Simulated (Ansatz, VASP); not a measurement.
## Sc in VASP and in Ansatz

```xyz
1
Lattice="0.0000 2.2705 2.2705 2.1343 0.0000 2.2705 2.1343 2.2705 0.0000" Properties=species:S:1:pos:R:3 pbc="T T T"
Sc    0.0000    0.0000    0.0000
```

Change from the starting cell: strain -0.0600 x Voigt [1, 0, 0, 0, 0, 0], atoms carried along.

Alike in both runs: task single point; functional r2SCAN; k mesh 18 × 18 × 18; occupations gaussian, width 0.15 eV; no spin polarisation.

|  | VASP | Ansatz |
| --- | --- | --- |
| version | VASP 6.6.1 | Ansatz 0.2.0 |
| potentials or method | VASP PAW PBE potentials, release 64 (Sc_sv), cutoff 520 eV | scalar-relativistic, plane waves, PAW |
| valence electrons in the cell | 11 | 11 |

|  | VASP | Ansatz | Ansatz less VASP |
| --- | --- | --- | --- |
| gap on the k mesh at the Fermi level (eV) | none | none | - |
| pressure (GPa) | 8.5 | 8.2 | -0.23 |
| traceless stress, the component that is largest in VASP (GPa) | 0.46 | 0.45 | -0.006 |

VASP's potentials were made for PBE, not for r2SCAN. A gap of «none» marks a metal or a gap that the smearing closes. With one functional, cell and mesh, what is left measures potentials, basis and numerics.
